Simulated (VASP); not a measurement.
Crystal: LiAl4O.

```xyz
6
Lattice="2.4954 -4.1954 0.0000 2.4954 4.1954 0.0000 0.0000 0.0000 4.0244" Properties=species:S:1:pos:R:3 pbc="T T T"
Li    0.0000    0.0000    2.0122
Al    2.4954    2.7829    0.0000
Al    2.4954   -2.7829    0.0000
Al    1.2477    2.0977    2.0122
Al    1.2477   -2.0977    2.0122
O     2.4954    0.0000    0.0000
```

| Quantity | Value |
| --- | --- |
| Program | VASP 6.6.1 |
| Task | relaxation of cell and atoms |
| Functional | PBE |
| Potentials or basis | VASP PAW PBE potentials, release 64 (Li_sv, Al, O) |
| Cutoff | 600 eV |
| k mesh | 4 × 4 × 4 |
| Occupations | gaussian, width 0.1 eV |
| Spin | no spin polarisation |

At the start: pressure 19.6 GPa; volume 14.04 Å³/atom.

**Question.** How do energy, volume and symmetry change on relaxing?

**Answer.** Over 45 steps the energy falls by 766.6 meV/atom and the volume is 17.73 Å³/atom (+26.2 %); space group Cmmm (No. 65, to 0.05 Å).

The path:
```
step  energy change (eV)  largest force (eV/Å)  pressure (GPa)  volume (Å³)
   1              0.0000                0.5827           19.62        84.27
   3             -1.2490                0.1548           -0.41       103.06
   5             -1.2808                0.2626           -0.55       102.72
   7             -1.7516                1.8594            1.66        95.21
   9             -2.1521                3.9555            6.62        88.57
  11             -2.1435                5.0499           12.22        84.74
  13             -2.1476                5.0597           12.38        84.66
  15             -2.1603                5.0885           13.18        84.30
  17             -2.1746                5.0442           14.35        83.84
  19             -2.2944                4.7549           13.97        84.14
  21             -2.7121                3.6190           12.79        85.36
  23             -3.2777                1.7114           13.26        90.16
  25             -3.5364                0.0885            9.81        90.68
  27             -4.1228                1.8341           -4.37       105.76
  29             -4.2510                1.4082           -2.47       103.23
  31             -4.4423                1.3569            2.05       103.58
  33             -4.5441                0.0793           -0.39       103.45
  35             -4.5688                0.2265            0.48       102.31
  37             -4.5769                0.0678            0.67       102.83
  39             -4.5890                0.0440           -0.19       105.98
  41             -4.5933                0.1092           -0.53       106.78
  43             -4.5987                0.1400           -0.01       106.44
  45             -4.5998                0.0003            0.28       106.38
```

Final structure:
```
Li Al O
1.0
     3.30748   -3.59609    0.00000
     3.30748    3.59609    0.00000
     0.00000    0.00000    4.47192
Li Al O
1 4 1
Direct
  0.00000 0.00000 0.50000
  0.25917 0.74083 0.00000
  0.74083 0.25917 0.00000
  0.00000 0.50000 0.50000
  0.50000 0.00000 0.50000
  0.50000 0.50000 0.00000
```

Caveat: the k points lie up to 0.35 Å⁻¹ apart in the final cell; the cutoff is under 1.25 times the usual one of these potentials, so pressure, stress and relaxed cells hold a basis-set (Pulay) error; the volume moved by over 15 % at a fixed basis, so the end points are rough; an odd number of electrons without spin polarisation forces a metal; a magnetic or distorted state may lie lower.
